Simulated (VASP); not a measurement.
# MnS (Fm-3m) in VASP: settings compared

MnS is run at these levels: revPBE, PBE, RPBE, BLYP, r2SCAN; tasks: single point.

All numbers are computed with VASP 6.6.1; they aren't measurements. Logs are shortened: lines on timing, memory, paths and dates and some standing lists are left out, and cuts for length are marked.

### 1 The cell of the first run

The structure is cubic, space group Fm-3m (No. 225). The conventional cell has a = 5.201 Å, b = 5.201 Å, c = 5.201 Å, α = 90.00°, β = 90.00°, γ = 90.00°. Mn (site symmetry m-3m) has 6 S at 2.60 Å within 3.4 Å. S (site symmetry m-3m) has 6 Mn at 2.60 Å within 3.4 Å.

### 2 Single point, revPBE, collinear spin, ferromagnetic start

INCAR

```
SYSTEM = MnS
PREC = Accurate ; ENCUT = 520
EDIFF = 1E-6 ; ISMEAR = -1
SIGMA = 0.05 ; LREAL = .False.
LASPH = .True. ; NELM = 150
ALGO = Normal ; ISIF = 2
LWAVE = .False. ; LCHARG = .True.
ISPIN = 2 ; MAGMOM = 4 0
LORBIT = 11 ; LMAXMIX = 4
GGA = RE ; LELF = .True.
LVHAR = .True. ; NBANDS = 20
```

KPOINTS

```
regular mesh
0
Gamma
  9 9 9
  0 0 0
```

POSCAR

```
MnS
1.0
    0.0000000000      2.6004035774      2.6004035774
    2.6004035774      0.0000000000      2.6004035774
    2.6004035774      2.6004035774      0.0000000000
Mn S
1 1
Direct
    0.0000000000      0.0000000000      0.0000000000
    0.5000000000      0.5000000000      0.5000000000
```

Potentials or basis: VASP PAW PBE potentials, release 64 (Mn_pv, S).

Command:

```sh
cat potpaw_PBE.64/Mn_pv/POTCAR potpaw_PBE.64/S/POTCAR > POTCAR
mpirun -np 1 vasp_std > vasp.out
```

OUTCAR:

```text
SYSTEM = MnS
   PREC = Accurate
   ENCUT = 520
   EDIFF = 1E-6
   ISMEAR = -1
   LREAL = .False.
   LASPH = .True.
   NELM = 150
   ISIF = 2
   ISPIN = 2
   LORBIT = 11
   GGA = RE

 ion  position               nearest neighbor table
   1  0.000  0.000  0.000-   2 2.60   2 2.60   2 2.60   2 2.60   2 2.60   2 2.60
   2  0.500  0.500  0.500-   1 2.60   1 2.60   1 2.60   1 2.60   1 2.60   1 2.60

  LATTYP: Found a face centered cubic cell.
 ALAT       =     5.2008071548

  Lattice vectors:

 A1 = (   0.0000000000,   2.6004035774,   2.6004035774)
 A2 = (   2.6004035774,   0.0000000000,   2.6004035774)
 A3 = (   2.6004035774,   2.6004035774,   0.0000000000)

Analysis of symmetry for initial positions (statically):
=====================================================================
 Subroutine PRICEL returns:
 Original cell was already a primitive cell.

 Routine SETGRP: Setting up the symmetry group for a
 face centered cubic supercell.

 Subroutine GETGRP returns: Found 48 space group operations
 (whereof 48 operations were pure point group operations)
 out of a pool of 48 trial point group operations.

The static configuration has the point symmetry O_h .

Analysis of symmetry for dynamics (positions and initial velocities):
=====================================================================
 Subroutine PRICEL returns:
 Original cell was already a primitive cell.

 Routine SETGRP: Setting up the symmetry group for a
 face centered cubic supercell.

 Subroutine GETGRP returns: Found 48 space group operations
 (whereof 48 operations were pure point group operations)
 out of a pool of 48 trial point group operations.

The dynamic configuration has the point symmetry O_h .

Analysis of structural, dynamic, and magnetic symmetry:
=====================================================================
 Subroutine PRICEL returns:
 Original cell was already a primitive cell.

 Routine SETGRP: Setting up the symmetry group for a
 face centered cubic supercell.

 Subroutine GETGRP returns: Found 48 space group operations
 (whereof 48 operations were pure point group operations)
 out of a pool of 48 trial point group operations.

The overall configuration has the point symmetry O_h .

 Subroutine INISYM returns: Found 48 space group operations
 (whereof 48 operations are pure point group operations),
 and found     1 'primitive' translations

----------------------------------------------------------------------------------------

                                     Primitive cell

  volume of cell :      35.1684

  direct lattice vectors                    reciprocal lattice vectors
     0.000000000  2.600403577  2.600403577    -0.192277847  0.192277847  0.192277847
     2.600403577  0.000000000  2.600403577     0.192277847 -0.192277847  0.192277847
     2.600403577  2.600403577  0.000000000     0.192277847  0.192277847 -0.192277847

  length of vectors
     3.677526007  3.677526007  3.677526007     0.333034999  0.333034999  0.333034999

  position of ions in fractional coordinates (direct lattice)
     0.000000000  0.000000000  0.000000000
     0.500000000  0.500000000  0.500000000

  ion indices of the primitive-cell ions
   primitive index   ion index
                 1           1
                 2           2

----------------------------------------------------------------------------------------

 KPOINTS: regular mesh

Automatic generation of k-mesh.
 Grid dimensions read from file:
 generate k-points for:    9    9    9

 Generating k-lattice:

  Cartesian coordinates                     Fractional coordinates (reciprocal lattice)
    -0.021364205  0.021364205  0.021364205     0.111111111  0.000000000  0.000000000
     0.021364205 -0.021364205  0.021364205     0.000000000  0.111111111  0.000000000
     0.021364205  0.021364205 -0.021364205     0.000000000  0.000000000  0.111111111

  Length of vectors
     0.037003889  0.037003889  0.037003889

  Shift w.r.t. Gamma in fractional coordinates (k-lattice)
     0.000000000  0.000000000  0.000000000

 Subroutine IBZKPT returns following result:
 ===========================================

 Found     35 irreducible k-points:

 Following reciprocal coordinates:
            Coordinates               Weight
  0.000000  0.000000  0.000000      1.000000
  0.111111  0.000000  0.000000      8.000000
  0.222222  0.000000  0.000000      8.000000
  0.333333  0.000000  0.000000      8.000000
  0.444444  0.000000  0.000000      8.000000
  0.111111  0.111111  0.000000      6.000000
[... 16 lines left out ...]
 -0.333333  0.333333  0.000000     12.000000
  0.444444  0.444444  0.000000      6.000000
 [... further k-points ...]
   k-points           NKPTS =     35   k-points in BZ     NKDIM =     35   number of bands    NBANDS=     20
   number of dos      NEDOS =    301   number of ions     NIONS =      2
   total plane-waves  NPLWV =  21952
   dimension x,y,z NGX =    28 NGY =   28 NGZ =   28
   dimension x,y,z NGXF=    56 NGYF=   56 NGZF=   56
   ions per type =               1   1
   NGX,Y,Z   is equivalent  to a cutoff of  12.66, 12.66, 12.66 a.u.
   NGXF,Y,Z  is equivalent  to a cutoff of  25.32, 25.32, 25.32 a.u.
 SYSTEM =  MnS
   PREC   = accura    normal or accurate (medium, high low for compatibility)
   ISTART =      0    job   : 0-new  1-cont  2-samecut
   ICHARG =      2    charge: 1-file 2-atom 10-const
   ISPIN  =      2    spin polarized calculation?
   LNONCOLLINEAR =      F non collinear calculations
   LSORBIT =      F    spin-orbit coupling
   LASPH  =      T    aspherical Exc in radial PAW
   ENCUT  =  520.0 eV  38.22 Ry    6.18 a.u.   6.84  6.84  6.84*2*pi/ulx,y,z
   NELM   =    150;   NELMIN=  2; NELMDL= -5     # of ELM steps
   EDIFF  = 0.1E-05   stopping-criterion for ELM
   LREAL  =      F    real-space projection
   EDIFFG = 0.1E-04   stopping-criterion for IOM
   NSW    =      0    number of steps for IOM
   IBRION =     -1    ionic relax: 0-MD 1-quasi-New 2-CG
   NFREE  =      0    steps in history (QN), initial steepest desc. (CG)
   ISIF   =      2    stress and relaxation
   ISYM   =      2    0-nonsym 1-usesym 2-fastsym
   POTIM  = 0.5000    time-step for ionic-motion
   TEBEG  =    0.0;   TEEND  =   0.0 temperature during run
   PSTRESS=    0.0 pullay stress
   NELECT =      19.0000    total number of electrons
   NUPDOWN=      -1.0000    fix difference up-down
   EMIN   =  10.00;   EMAX   =-10.00  energy-range for DOS
   EFERMI =   0.00;   METHOD = LEGACY
   ISMEAR =    -1;   SIGMA  =   0.05  broadening in eV -4-tet -1-fermi 0-gaus
   EFERMI_NEDOS =   21; number of points for ismear=-14 and -15
   IALGO  =     38    algorithm
   IMIX   =      4    mixing-type and parameters
     AMIX     =   0.40;   BMIX     =  1.00
     AMIX_MAG =   1.60;   BMIX_MAG =  1.00
  volume/ion in A,a.u.               =      17.58       118.66
  Fermi-wavevector in a.u.,A,eV,Ry     =   1.333343  2.519653 24.188492  1.777804
  Thomas-Fermi vector in A             =   2.462209
   LORBIT       =     11    0 simple, 1 ext, 2 COOP (PROOUT), +10 PAW based schemes
   GGA     = RE    functional components
   LHFCALC =     F    Hartree Fock is set to
   AEXX    =    0.0000 exact exchange contribution
   IVDW    =     0    specifies the selected vdW correction
   LEPSILON=     F    determine dielectric tensor
   LRPA    =     F    only Hartree local field effects (RPA)
 spin polarized calculation
  energy-cutoff  :      520.00
  volume of cell :       35.17
 maximum number of plane-waves:       958
   NGX = 13   NGY = 13   NGZ = 13

 number of electron      18.9999990 magnetization       4.7451322

 Free energy of the ion-electron system (eV)
  ---------------------------------------------------
  ext. energy  EPLUGINS =         0.00000000
  ---------------------------------------------------
  free energy    TOTEN  =       -13.54326629 eV

  energy without entropy =      -13.53713817  energy(sigma->0) =      -13.54020223

 E-fermi :   6.7958     XC(G=0): -10.5569

 val. band max:        6.7691545025   @ k =  -0.3333   0.2222   0.0000
 cond. band min:       6.8891843268   @ k =   0.4444   0.3333   0.1111
 fundamental gap:      0.1200298244
 Fermi energy:         6.7957989864

 spin component 1

 k-point     1 :       0.0000    0.0000    0.0000
  band No.  band energies     occupation
      1     -44.0048      1.00000
      2     -44.0048      1.00000
      3     -44.0048      1.00000
      4      -7.8308      1.00000
      5       3.3492      1.00000
      6       3.3492      1.00000
[... 12 lines left out ...]
     19      18.5396      0.00000
     20      19.0231      0.00000

 k-point     2 :       0.1111    0.0000    0.0000
  band No.  band energies     occupation
      1     -44.0057      1.00000
      2     -44.0049      1.00000
      3     -44.0049      1.00000
      4      -7.7056      1.00000
      5       3.0531      1.00000
      6       3.0907      1.00000
[... 498 lines left out ...]
 k-point    24 :       0.4444    0.4444    0.0000
  band No.  band energies     occupation
      1     -44.0120      1.00000
      2     -44.0078      1.00000
      3     -44.0078      1.00000
      4      -6.4037      1.00000
      5       0.8199      1.00000
      6       2.8492      1.00000
[... 12 lines left out ...]
     19      21.4501      0.00000
     20      21.4501      0.00000

 [... further k-points ...]

 spin component 2

 k-point     1 :       0.0000    0.0000    0.0000
  band No.  band energies     occupation
      1     -39.4148      1.00000
      2     -39.4148      1.00000
      3     -39.4148      1.00000
      4      -7.5263      1.00000
      5       5.1156      1.00000
      6       5.1156      1.00000
[... 12 lines left out ...]
     19      19.5819      0.00000
     20      20.8476      0.00000

 k-point     2 :       0.1111    0.0000    0.0000
  band No.  band energies     occupation
      1     -39.4161      1.00000
      2     -39.4149      1.00000
      3     -39.4149      1.00000
      4      -7.4071      1.00000
      5       4.2520      1.00000
      6       4.7669      1.00000
[... 498 lines left out ...]
 k-point    24 :       0.4444    0.4444    0.0000
  band No.  band energies     occupation
      1     -39.4245      1.00000
      2     -39.4188      1.00000
      3     -39.4188      1.00000
      4      -6.1327      1.00000
      5       1.2488      1.00000
      6       3.6216      1.00000
[... 12 lines left out ...]
     19      21.8937      0.00000
     20      21.8937      0.00000

 [... further k-points ...]
[... 5 lines left out ...]
  --------------------------------------------------------------------------------------
  -------------------------------------------------------------------------------------
  Total       -0.0070216     -0.0070216     -0.0070216     -0.0000000     -0.0000000      0.0000000
  in kB       -0.3198855     -0.3198855     -0.3198855     -0.0000000     -0.0000000      0.0000000
  external PRESSURE =      -0.3198855 kB  Pullay stress =       0.0000000 kB

 VOLUME and BASIS-vectors are now :
 -----------------------------------------------------------------------------
  energy-cutoff  :      520.00
  volume of cell :       35.17
      direct lattice vectors                 reciprocal lattice vectors
     0.000000000  2.600403577  2.600403577    -0.192277847  0.192277847  0.192277847
     2.600403577  0.000000000  2.600403577     0.192277847 -0.192277847  0.192277847
     2.600403577  2.600403577  0.000000000     0.192277847  0.192277847 -0.192277847

 POSITION                                       TOTAL-FORCE (eV/Angst)
 -----------------------------------------------------------------------------------
      0.00000      0.00000      0.00000         0.000000      0.000000      0.000000
      2.60040      2.60040      2.60040         0.000000      0.000000      0.000000
 -----------------------------------------------------------------------------------
    total drift:                               -0.000000      0.000000      0.000000

  FREE ENERGIE OF THE ION-ELECTRON SYSTEM (eV)
  ---------------------------------------------------
  free  energy   TOTEN  =       -13.5432662903 eV

  energy  without entropy=      -13.5371381720  energy(sigma->0) =      -13.54020223

 total charge

# of ion       s       p       d       tot
------------------------------------------
    1        0.212   6.162   4.922  11.296
    2        1.329   2.417   0.000   3.746
--------------------------------------------------
tot          1.540   8.580   4.922  15.042

 magnetization (x)

# of ion       s       p       d       tot
------------------------------------------
    1        0.052   0.040   4.195   4.286
    2        0.026   0.079   0.000   0.106
--------------------------------------------------
tot          0.078   0.119   4.195   4.392
```

Run time: 54 s. Hardware: 1 thread of Intel Xeon 8259CL, shared host; peak memory 0.19 GiB.

What came out:

| Quantity | Value |
| --- | --- |
| Free energy | -13.5433 eV |
| Pressure | 0.0 GPa |
| Net moment | 4.75 μB per cell |
| Site moments | Mn +4.29; S +0.11 μB |
| Valence electrons inside the program's atomic spheres | Mn 11.30; S 3.75 |

Caveat: the PAW data sets were made with another functional, which shifts forces and pressure a little; a cell with one magnetic atom can't hold antiferromagnetic order, which such compounds often take; semilocal functionals often make such compounds metallic where correlation or magnetic order opens a gap, which also shifts bond lengths. With open d or f shells a metallic result of revPBE can be an artefact of self-interaction; +U or a hybrid may open a gap.

### 3 Single point, PBE, collinear spin, ferromagnetic start

This run uses another cell than the first one, of 17.67 Å³/atom.

INCAR

```
ALGO = Normal
EDIFF = 1E-6
ENCUT = 520
GGA = PE
ISIF = 2
ISMEAR = 0
ISPIN = 2
LASPH = T
LCHARG = F
LMAXMIX = 4
LORBIT = 11
LREAL = F
LWAVE = F
MAGMOM = 4 0
NBANDS = 20
NELM = 150
PREC = Accurate
SIGMA = 0.012
```

KPOINTS

```
k-points
0
Gamma
  9 9 9
```

POSCAR

```
MnS
1.0
    0.0000000000      2.6045000000      2.6045000000
    2.6045000000      0.0000000000      2.6045000000
    2.6045000000      2.6045000000      0.0000000000
Mn S
1 1
Direct
    0.0000000000      0.0000000000      0.0000000000
    0.5000000000      0.5000000000      0.5000000000
```

Potentials or basis: VASP PAW PBE potentials, release 64 (Mn_pv, S).

Command:

```sh
cat potpaw_PBE.64/Mn_pv/POTCAR potpaw_PBE.64/S/POTCAR > POTCAR
mpirun -np 1 vasp_std > vasp.out
```

It took 50 s on 1 thread of Intel Xeon 8259CL, shared host; peak memory 0.19 GiB.

Results (log left out):

* Free energy: -14.0664 eV
* Pressure: -2.9 GPa
* Net moment: 4.72 μB per cell
* Site moments: Mn +4.26; S +0.11 μB
* Valence electrons inside the program's atomic spheres: Mn 11.30; S 3.73

Levels at points of the mesh, in eV from the Fermi level:
Spin up:
| k point | band 8 | band 9 | band 10 | band 11 | band 12 | band 13 | band 14 | band 15 | band 16 | band 17 |
| --- | --- | --- | --- | --- | --- | --- | --- | --- | --- | --- |
| (0.00, 0.00, 0.00) | -3.28 | -3.28 | -1.86 | -1.86 | -1.86 | 1.73 | 8.61 | 8.61 | 8.61 | 10.63 |
Spin down:
| k point | band 4 | band 5 | band 6 | band 7 | band 8 | band 9 | band 10 | band 11 |
| --- | --- | --- | --- | --- | --- | --- | --- | --- |
| (0.00, 0.00, 0.00) | -14.27 | -1.64 | -1.64 | -1.64 | 0.32 | 0.32 | 0.32 | 0.37 |

Caveat: a cell with one magnetic atom can't hold antiferromagnetic order, which such compounds often take; semilocal functionals often make such compounds metallic where correlation or magnetic order opens a gap, which also shifts bond lengths.

### 4 Single point, RPBE, collinear spin, ferromagnetic start

This run uses another cell than the first one, of 17.85 Å³/atom.

INCAR

```
PREC = Accurate ; ENCUT = 520
EDIFF = 1E-6 ; ISMEAR = -1
SIGMA = 0.05 ; LREAL = F
LASPH = T ; NELM = 150
ALGO = Normal ; ISIF = 2
LWAVE = F ; LCHARG = F
ISPIN = 2 ; MAGMOM = 4 0
LORBIT = 11 ; LMAXMIX = 4
GGA = RP ; NBANDS = 20
```

KPOINTS

```
Automatic mesh
0
Gamma
  9 9 9
```

POSCAR

```
MnS
1.0
    0.0000000000      2.6136456358      2.6136456358
    2.6136456358      0.0000000000      2.6136456358
    2.6136456358      2.6136456358      0.0000000000
Mn S
1 1
Direct
    0.0000000000      0.0000000000      0.0000000000
    0.5000000000      0.5000000000      0.5000000000
```

Command:

```sh
cat potpaw_PBE.64/Mn_pv/POTCAR potpaw_PBE.64/S/POTCAR > POTCAR
mpirun -np 1 vasp_std > vasp.out
```

Run time: 55 s. Hardware: 1 thread of Intel Xeon 8259CL, shared host; peak memory 0.19 GiB.

The run converged. Its results:

```
Free energy                                           : -13.4651 eV
Pressure                                              : 0.0 GPa
Net moment                                            : 4.79 μB per cell
Site moments                                          : Mn +4.32; S +0.11 μB
Valence electrons inside the program's atomic spheres : Mn 11.28; S 3.75
```

Levels at points of the mesh, in eV from the Fermi level:
Spin up:
| k point | band 10 | band 11 | band 12 | band 13 | band 14 | band 15 |
| --- | --- | --- | --- | --- | --- | --- |
| (0.00, 0.00, 0.00) | -1.89 | -1.89 | -1.89 | 1.68 | 8.51 | 8.51 |
Spin down:
| k point | band 3 | band 4 | band 5 | band 6 | band 7 | band 8 | band 9 | band 10 | band 11 | band 12 |
| --- | --- | --- | --- | --- | --- | --- | --- | --- | --- | --- |
| (0.00, 0.00, 0.00) | -46.22 | -14.23 | -1.68 | -1.68 | -1.68 | 0.42 | 0.42 | 0.42 | 0.44 | 0.44 |

Caveat: the PAW data sets were made with another functional, which shifts forces and pressure a little; a cell with one magnetic atom can't hold antiferromagnetic order, which such compounds often take; semilocal functionals often make such compounds metallic where correlation or magnetic order opens a gap, which also shifts bond lengths.

(Part 1 of 2 ends here.)
